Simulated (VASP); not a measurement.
Write the native input for VASP 6.6.1 that does the following.

```yaml
Task: single point
Functional: PBE
Potentials_or_basis: VASP PAW PBE potentials, release 64 (Li_sv, Cl)
Cutoff: 750 eV
k_mesh: 8 × 8 × 8
Occupations: gaussian, width 0.02 eV
Spin: no spin polarisation
Dipole_correction: no
Further_INCAR_settings: ALGO = Normal; EDIFF = 1e-06; NBANDS = 12
```

The structure of LiCl lies in POSCAR:

```
LiCl
1.0
    0.0000000000      2.8984070091      2.8984070091
    2.8984070091      0.0000000000      2.8984070091
    2.8984070091      2.8984070091      0.0000000000
Li Cl
1 1
Direct
    0.0000000000      0.0000000000      0.0000000000
    0.5000000000      0.5000000000      0.5000000000
```

This cell differs from its parent crystal: Cs replaced by Li, lengths x 0.799, strained.

One way to write it, as run:

INCAR

```
PREC = Accurate
ENCUT = 750
EDIFF = 1E-6
ISMEAR = 0
SIGMA = 0.02
LREAL = F
LASPH = T
NELM = 120
ALGO = Normal
ISIF = 2
LWAVE = F
LCHARG = F
GGA = PE
NBANDS = 12
GGA_COMPAT = F
```

KPOINTS

```
Automatic mesh
0
Gamma
  8 8 8
```

Potentials or basis: VASP PAW PBE potentials, release 64 (Li_sv, Cl).

Command:

```console
$ cat potpaw_PBE.64/Li_sv/POTCAR potpaw_PBE.64/Cl/POTCAR > POTCAR
$ mpirun -np 1 vasp_std > vasp.out
```

Results of the run:

```json
{
 "Pressure": "-5.3 GPa",
 "Band gap on the k mesh": "4.72 eV, direct"
}
```

Caveat: the cell differs from its parent crystal (Cs replaced by Li, lengths x 0.799, strained).

It took 52 s on 1 thread of Intel Xeon 8259CL (shared host), peak memory 0.23 GiB.
